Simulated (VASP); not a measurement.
A run of VASP 6.6.1:

The input POSCAR:

```
Sn5C
1.0
    4.2756127954      0.0000000000      0.0000000000
   -2.1378063977      3.7027892975      0.0000000000
    0.0000000000      0.0000000000     10.8769245429
C Sn
1 5
Direct
    0.0000000000      0.0000000000      0.0017703715
    0.6666666667      0.3333333333      0.6914715075
    0.3333333333      0.6666666667      0.3205279156
    0.6666666667      0.3333333333      0.9560338831
    0.3333333333      0.6666666667      0.5776460354
    0.0000000000      0.0000000000      0.2025502870
```

The input INCAR.step1:

```
SYSTEM = Sn5C
PREC = Accurate
ENCUT = 520
ISMEAR = -1
SIGMA = 0.02
LREAL = .False.
LASPH = .True.
NELM = 100
NBANDS = 46
GGA = PE
ALGO = Normal
EDIFF = 1E-4
LWAVE = .True.
LCHARG = .False.
```

The input INCAR.step2:

```
SYSTEM = Sn5C
PREC = Accurate
ENCUT = 520
EDIFF = 1E-7
ISMEAR = -1
SIGMA = 0.02
LREAL = .False.
LASPH = .True.
NELM = 100
ALGO = Normal
ISIF = 2
LWAVE = .False.
LCHARG = .True.
METAGGA = R2SCAN
LMIXTAU = .True.
LELF = .True.
LVHAR = .True.
NBANDS = 46
ISTART = 1
```

File KPOINTS:

```
regular mesh
0
Gamma
  6 6 2
  0 0 0
```

Potentials or basis: VASP PAW PBE potentials, release 64 (C, Sn_d).

Command:

```console
$ cat potpaw_PBE.64/C/POTCAR potpaw_PBE.64/Sn_d/POTCAR > POTCAR
$ cp INCAR.step1 INCAR
$ mpirun -np 1 vasp_std > vasp.out
$ cp INCAR.step2 INCAR
$ mpirun -np 1 vasp_std > vasp.out
```

Hardware: 1 thread of Intel(R) Xeon(R) 6975P-C (Granite Rapids) (shared host).

Q: How long does it take, and how much memory?

A: Run time: 4.1 min on 1 thread of Intel(R) Xeon(R) 6975P-C (Granite Rapids) (shared host), peak memory 0.34 GiB. Counts: k points 14.
